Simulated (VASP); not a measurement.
# ZnCd5O6 (P-4m2) in VASP: single point with PBE

Aim: the single point of ZnCd5O6 with PBE.

All numbers are computed with VASP 6.6.1; they aren't measurements. Logs are shortened: lines on timing, memory, paths and dates and some standing lists are left out, and cuts for length are marked.

### 1 The cell of the first run

Symmetry: P-4m2, No. 115, tetragonal system. The conventional cell has a = 3.552 Å, b = 3.552 Å, c = 15.254 Å, α = 90.00°, β = 90.00°, γ = 90.00°. Zn (site symmetry -4m2) has 4 O at 2.03 Å within 2.7 Å. Within 2.9 Å of Cd (site symmetry 2mm) lie 4 O at 2.22 Å. Cd (site symmetry 2mm) has 4 O at 2.22 Å within 2.9 Å. Cd (site symmetry -4m2) has 4 O at 2.22 Å within 2.9 Å. Within 2.7 Å of O (site symmetry 2mm) lie 2 Zn at 2.03 Å and 2 Cd at 2.22 Å. Within 2.9 Å of O (site symmetry 2mm) lie 4 Cd at 2.22 Å. O (site symmetry 2mm) has 4 Cd at 2.22 Å within 2.9 Å.

### 2 Single point, PBE

INCAR reads:

```
SYSTEM = ZnCd5O6
  ALGO = Normal
  EDIFF = 1E-6
  ENCUT = 520
  GGA = PE
  ISIF = 2
  ISMEAR = 0
  LASPH = .TRUE.
  LCHARG = .TRUE.
  LELF = .TRUE.
  LREAL = .FALSE.
  LVHAR = .TRUE.
  LWAVE = .FALSE.
  NBANDS = 66
  NELM = 80
  PREC = Accurate
  SIGMA = 0.1
```

KPOINTS reads:

```
k-points
0
G
  6 6 1
  0 0 0
```

POSCAR reads:

```
ZnCd5O6
1.0
    3.5524818000      0.0000000000      0.0000000000
    0.0000000000      3.5524818000      0.0000000000
    0.0000000000      0.0000000000     15.2538172000
Zn Cd O
1 5 6
Direct
    0.5000000000      0.5000000000      0.0000000000
    0.0000000000      0.0000000000      0.8483840000
    0.0000000000      0.0000000000      0.1516160000
    0.5000000000      0.5000000000      0.3258510000
    0.0000000000      0.0000000000      0.5000000000
    0.5000000000      0.5000000000      0.6741490000
    0.5000000000      0.0000000000      0.0644280000
    0.0000000000      0.5000000000      0.2386920000
    0.5000000000      0.0000000000      0.4129070000
    0.0000000000      0.5000000000      0.5870930000
    0.5000000000      0.0000000000      0.7613080000
    0.0000000000      0.5000000000      0.9355720000
```

Potentials or basis: VASP PAW PBE potentials, release 64 (Zn, Cd, O).

Launch:

```
> cat potpaw_PBE.64/Zn/POTCAR potpaw_PBE.64/Cd/POTCAR potpaw_PBE.64/O/POTCAR > POTCAR
> mpirun -np 1 vasp_std > vasp.out
```

OUTCAR:

```text
SYSTEM = ZnCd5O6
   EDIFF = 1E-6
   ENCUT = 520
   GGA = PE
   ISIF = 2
   ISMEAR = 0
   LASPH = .TRUE.
   LREAL = .FALSE.
   NELM = 80
   PREC = Accurate

 ion  position               nearest neighbor table
   1  0.500  0.500  0.000-   7 2.03  12 2.03   7 2.03  12 2.03   2 3.41   3 3.41   2 3.41   2 3.41
                             3 3.41   3 3.41   2 3.41   3 3.41
   2  0.000  0.000  0.848-  11 2.22  11 2.22  12 2.22  12 2.22   1 3.41   1 3.41   1 3.41   1 3.41
                             6 3.66   6 3.66   6 3.66   6 3.66
   3  0.000  0.000  0.152-   8 2.22   8 2.22   7 2.22   7 2.22   1 3.41   1 3.41   1 3.41   1 3.41
                             4 3.66   4 3.66   4 3.66   4 3.66
   4  0.500  0.500  0.326-   9 2.22   9 2.22   8 2.22   8 2.22   5 3.66   5 3.66   5 3.66   5 3.66
                             3 3.66   3 3.66   3 3.66   3 3.66
   5  0.000  0.000  0.500-   9 2.22  10 2.22  10 2.22   9 2.22   4 3.66   6 3.66   4 3.66   4 3.66
                             6 3.66   6 3.66   4 3.66   6 3.66
   6  0.500  0.500  0.674-  10 2.22  10 2.22  11 2.22  11 2.22   5 3.66   5 3.66   5 3.66   5 3.66
                             2 3.66   2 3.66   2 3.66   2 3.66
   7  0.500  0.000  0.064-   1 2.03   1 2.03   3 2.22   3 2.22
   8  0.000  0.500  0.239-   3 2.22   3 2.22   4 2.22   4 2.22
   9  0.500  0.000  0.413-   4 2.22   4 2.22   5 2.22   5 2.22
  10  0.000  0.500  0.587-   6 2.22   6 2.22   5 2.22   5 2.22
  11  0.500  0.000  0.761-   2 2.22   2 2.22   6 2.22   6 2.22
  12  0.000  0.500  0.936-   1 2.03   1 2.03   2 2.22   2 2.22

  LATTYP: Found a simple tetragonal cell.
 ALAT       =     3.5524818000
 C/A-ratio  =     4.2938480923

  Lattice vectors:

 A1 = (   3.5524818000,   0.0000000000,   0.0000000000)
 A2 = (   0.0000000000,   3.5524818000,   0.0000000000)
 A3 = (   0.0000000000,   0.0000000000,  15.2538172000)

Analysis of symmetry for initial positions (statically):
=====================================================================
 Subroutine PRICEL returns:
 Original cell was already a primitive cell.

 Routine SETGRP: Setting up the symmetry group for a
 simple tetragonal supercell.

 Subroutine GETGRP returns: Found  8 space group operations
 (whereof  8 operations were pure point group operations)
 out of a pool of 16 trial point group operations.

The static configuration has the point symmetry D_2d.

Analysis of symmetry for dynamics (positions and initial velocities):
=====================================================================
 Subroutine PRICEL returns:
 Original cell was already a primitive cell.

 Routine SETGRP: Setting up the symmetry group for a
 simple tetragonal supercell.

 Subroutine GETGRP returns: Found  8 space group operations
 (whereof  8 operations were pure point group operations)
 out of a pool of 16 trial point group operations.

The dynamic configuration has the point symmetry D_2d.

 Subroutine INISYM returns: Found  8 space group operations
 (whereof  8 operations are pure point group operations),
 and found     1 'primitive' translations

----------------------------------------------------------------------------------------

                                     Primitive cell

  volume of cell :     192.5051

  direct lattice vectors                    reciprocal lattice vectors
     3.552481800  0.000000000  0.000000000     0.281493349  0.000000000  0.000000000
     0.000000000  3.552481800  0.000000000     0.000000000  0.281493349  0.000000000
     0.000000000  0.000000000 15.253817200     0.000000000  0.000000000  0.065557361

  length of vectors
     3.552481800  3.552481800 15.253817200     0.281493349  0.281493349  0.065557361

  position of ions in fractional coordinates (direct lattice)
     0.500000000  0.500000000  0.000000000
     0.000000000  0.000000000  0.848384000
     0.000000000  0.000000000  0.151616000
     0.500000000  0.500000000  0.325851000
     0.000000000  0.000000000  0.500000000
     0.500000000  0.500000000  0.674149000
     0.500000000  0.000000000  0.064428000
     0.000000000  0.500000000  0.238692000
     0.500000000  0.000000000  0.412907000
     0.000000000  0.500000000  0.587093000
     0.500000000  0.000000000  0.761308000
     0.000000000  0.500000000  0.935572000

  ion indices of the primitive-cell ions
   primitive index   ion index
                 1           1
                 2           2
                 3           3
                 4           4
                 5           5
                 6           6
                 7           7
                 8           8
                 9           9
                10          10
                11          11
                12          12

----------------------------------------------------------------------------------------

 KPOINTS: k-points

Automatic generation of k-mesh.
 Grid dimensions read from file:
 generate k-points for:    6    6    1

 Generating k-lattice:

  Cartesian coordinates                     Fractional coordinates (reciprocal lattice)
     0.046915558  0.000000000  0.000000000     0.166666667  0.000000000  0.000000000
     0.000000000  0.046915558  0.000000000     0.000000000  0.166666667  0.000000000
     0.000000000  0.000000000  0.065557361     0.000000000  0.000000000  1.000000000

  Length of vectors
     0.046915558  0.046915558  0.065557361

  Shift w.r.t. Gamma in fractional coordinates (k-lattice)
     0.000000000  0.000000000  0.000000000

 Subroutine IBZKPT returns following result:
 ===========================================

 Found     10 irreducible k-points:

 Following reciprocal coordinates:
            Coordinates               Weight
  0.000000  0.000000  0.000000      1.000000
  0.166667  0.000000  0.000000      4.000000
  0.333333  0.000000  0.000000      4.000000
  0.500000  0.000000  0.000000      2.000000
  0.166667  0.166667  0.000000      4.000000
  0.333333  0.166667  0.000000      8.000000
  0.500000  0.166667  0.000000      4.000000
  0.333333  0.333333  0.000000      4.000000
  0.500000  0.333333  0.000000      4.000000
  0.500000  0.500000  0.000000      1.000000
   k-points           NKPTS =     10   k-points in BZ     NKDIM =     10   number of bands    NBANDS=     66
   number of dos      NEDOS =    301   number of ions     NIONS =     12
   total plane-waves  NPLWV =  94080
   dimension x,y,z NGX =    28 NGY =   28 NGZ =  120
   dimension x,y,z NGXF=    56 NGYF=   56 NGZF=  240
   ions per type =               1   5   6
   NGX,Y,Z   is equivalent  to a cutoff of  13.10, 13.10, 13.08 a.u.
   NGXF,Y,Z  is equivalent  to a cutoff of  26.21, 26.21, 26.16 a.u.
 SYSTEM =  ZnCd5O6
   PREC   = accura    normal or accurate (medium, high low for compatibility)
   ISTART =      0    job   : 0-new  1-cont  2-samecut
   ICHARG =      2    charge: 1-file 2-atom 10-const
   ISPIN  =      1    spin polarized calculation?
   LNONCOLLINEAR =      F non collinear calculations
   LSORBIT =      F    spin-orbit coupling
   LASPH  =      T    aspherical Exc in radial PAW
   ENCUT  =  520.0 eV  38.22 Ry    6.18 a.u.   6.61  6.61 28.36*2*pi/ulx,y,z
   NELM   =     80;   NELMIN=  2; NELMDL= -5     # of ELM steps
   EDIFF  = 0.1E-05   stopping-criterion for ELM
   LREAL  =      F    real-space projection
   EDIFFG = 0.1E-04   stopping-criterion for IOM
   NSW    =      0    number of steps for IOM
   IBRION =     -1    ionic relax: 0-MD 1-quasi-New 2-CG
   NFREE  =      0    steps in history (QN), initial steepest desc. (CG)
   ISIF   =      2    stress and relaxation
   ISYM   =      2    0-nonsym 1-usesym 2-fastsym
   POTIM  = 0.5000    time-step for ionic-motion
   TEBEG  =    0.0;   TEEND  =   0.0 temperature during run
   PSTRESS=    0.0 pullay stress
   NELECT =     108.0000    total number of electrons
   NUPDOWN=      -1.0000    fix difference up-down
   EMIN   =  10.00;   EMAX   =-10.00  energy-range for DOS
   EFERMI =   0.00;   METHOD = LEGACY
   ISMEAR =     0;   SIGMA  =   0.10  broadening in eV -4-tet -1-fermi 0-gaus
   EFERMI_NEDOS =   21; number of points for ismear=-14 and -15
   IALGO  =     38    algorithm
   IMIX   =      4    mixing-type and parameters
     AMIX     =   0.40;   BMIX     =  1.00
     AMIX_MAG =   1.60;   BMIX_MAG =  1.00
  volume/ion in A,a.u.               =      16.04       108.26
  Fermi-wavevector in a.u.,A,eV,Ry     =   1.350212  2.551531 24.804410  1.823073
  Thomas-Fermi vector in A             =   2.477735
   LORBIT       =      0    0 simple, 1 ext, 2 COOP (PROOUT), +10 PAW based schemes
   GGA     = PE    functional components
   LHFCALC =     F    Hartree Fock is set to
   AEXX    =    0.0000 exact exchange contribution
   IVDW    =     0    specifies the selected vdW correction
   LEPSILON=     F    determine dielectric tensor
   LRPA    =     F    only Hartree local field effects (RPA)
 non-spin polarized calculation
 Gauss-broadening in eV      SIGMA  =   0.10
  energy-cutoff  :      520.00
  volume of cell :      192.51
 maximum number of plane-waves:      5229
 NGX is ok and might be reduce to    28
   NGX = 13   NGY = 13   NGZ = 57

 number of electron     107.9999998 magnetization

 Free energy of the ion-electron system (eV)
  ---------------------------------------------------
  ext. energy  EPLUGINS =         0.00000000
  ---------------------------------------------------
  free energy    TOTEN  =       -47.23976301 eV

  energy without entropy =      -47.23418929  energy(sigma->0) =      -47.23697615

 E-fermi :   0.3107     XC(G=0): -10.1228

 val. band max:        0.2762086475   @ k =   0.0000   0.0000   0.0000
 cond. band min:       1.3631736201   @ k =   0.1667   0.0000   0.0000
 fundamental gap:      1.0869649725
 Fermi energy:         0.3106567115

 k-point     1 :       0.0000    0.0000    0.0000
  band No.  band energies     occupation
      1     -16.7324      2.00000
      2     -16.4337      2.00000
      3     -16.3926      2.00000
      4     -16.2480      2.00000
      5     -16.2361      2.00000
      6     -16.1548      2.00000
[... 679 lines left out ...]
     65       7.4234      0.00000
     66       8.4664      0.00000

------------------------ aborting loop because EDIFF is reached ----------------------------------------

  FORCE on cell =-STRESS in cart. coord.  units (eV):
  Direction    XX          YY          ZZ          XY          YZ          ZX
  --------------------------------------------------------------------------------------
  -------------------------------------------------------------------------------------
  Total        1.2552085      1.2552085      1.3657756      0.0000000      0.0000000      0.0000000
  in kB       10.4468224     10.4468224     11.3670470      0.0000000      0.0000000      0.0000000
  external PRESSURE =      10.7535639 kB  Pullay stress =       0.0000000 kB

 VOLUME and BASIS-vectors are now :
 -----------------------------------------------------------------------------
  energy-cutoff  :      520.00
  volume of cell :      192.51
      direct lattice vectors                 reciprocal lattice vectors
     3.552481800  0.000000000  0.000000000     0.281493349  0.000000000  0.000000000
     0.000000000  3.552481800  0.000000000     0.000000000  0.281493349  0.000000000
     0.000000000  0.000000000 15.253817200     0.000000000  0.000000000  0.065557361

 POSITION                                       TOTAL-FORCE (eV/Angst)
 -----------------------------------------------------------------------------------
      1.77624      1.77624      0.00000        -0.000000      0.000000      0.000000
      0.00000      0.00000     12.94109        -0.000000     -0.000000     -0.003919
      0.00000      0.00000      2.31272        -0.000000     -0.000000      0.003919
      1.77624      1.77624      4.97047        -0.000000     -0.000000      0.000461
      0.00000      0.00000      7.62691        -0.000000     -0.000000      0.000000
      1.77624      1.77624     10.28335        -0.000000     -0.000000     -0.000461
      1.77624      0.00000      0.98277        -0.000000     -0.000000     -0.049125
      0.00000      1.77624      3.64096        -0.000000     -0.000000     -0.000987
      1.77624      0.00000      6.29841         0.000000     -0.000000     -0.000161
      0.00000      1.77624      8.95541        -0.000000     -0.000000      0.000161
      1.77624      0.00000     11.61285         0.000000     -0.000000      0.000987
      0.00000      1.77624     14.27104        -0.000000     -0.000000      0.049125
 -----------------------------------------------------------------------------------
    total drift:                                0.000000      0.000000      0.000000

  FREE ENERGIE OF THE ION-ELECTRON SYSTEM (eV)
  ---------------------------------------------------
  free  energy   TOTEN  =       -47.2397630097 eV

  energy  without entropy=      -47.2341892950  energy(sigma->0) =      -47.23697615
```

It took 1.9 min on 1 thread of Intel Xeon Platinum 8488C (Sapphire Rapids), shared host; peak memory 0.34 GiB.

What came out:

| Item | Value |
| --- | --- |
| Free energy | -47.2398 eV |
| Pressure | 1.1 GPa |
| Largest force | 0.049 eV/Å |
| Band gap on the k mesh | zero (filled and empty bands touch) |

Forces in eV/Å, atoms in the order of the input:
```
Zn   0.000  0.000  0.000
Cd   0.000  0.000 -0.004
Cd   0.000  0.000  0.004
Cd   0.000  0.000  0.000
Cd   0.000  0.000  0.000
Cd   0.000  0.000  0.000
O    0.000  0.000 -0.049
O    0.000  0.000 -0.001
O    0.000  0.000  0.000
O    0.000  0.000  0.000
O    0.000  0.000  0.001
O    0.000  0.000  0.049
```

Stress tensor (GPa, compression positive):
```
1.04 0.00 0.00
0.00 1.04 0.00
0.00 0.00 1.14
```

Levels at points of the mesh, in eV from the Fermi level:
| k point | band 50 | band 51 | band 52 | band 53 | band 54 | band 55 | band 56 | band 57 | band 58 | band 59 |
| --- | --- | --- | --- | --- | --- | --- | --- | --- | --- | --- |
| (0.00, 0.00, 0.00) | -0.38 | -0.38 | -0.24 | -0.13 | -0.03 | -0.03 | 1.60 | 1.70 | 3.70 | 3.77 |
| (0.50, 0.00, 0.00) | -0.64 | -0.63 | -0.63 | -0.63 | -0.60 | 4.14 | 4.16 | 4.22 | 4.24 | 4.55 |
| (0.50, 0.50, 0.00) | -1.81 | -1.75 | -1.75 | -1.66 | -1.53 | 4.84 | 4.84 | 5.85 | 5.85 | 6.16 |

Caveat: the k points lie up to 0.41 Å⁻¹ apart; semilocal functionals underestimate gaps, and a narrow one can read as zero.

The gap in the log of VASP goes by the Fermi energy; the results here count the filled bands.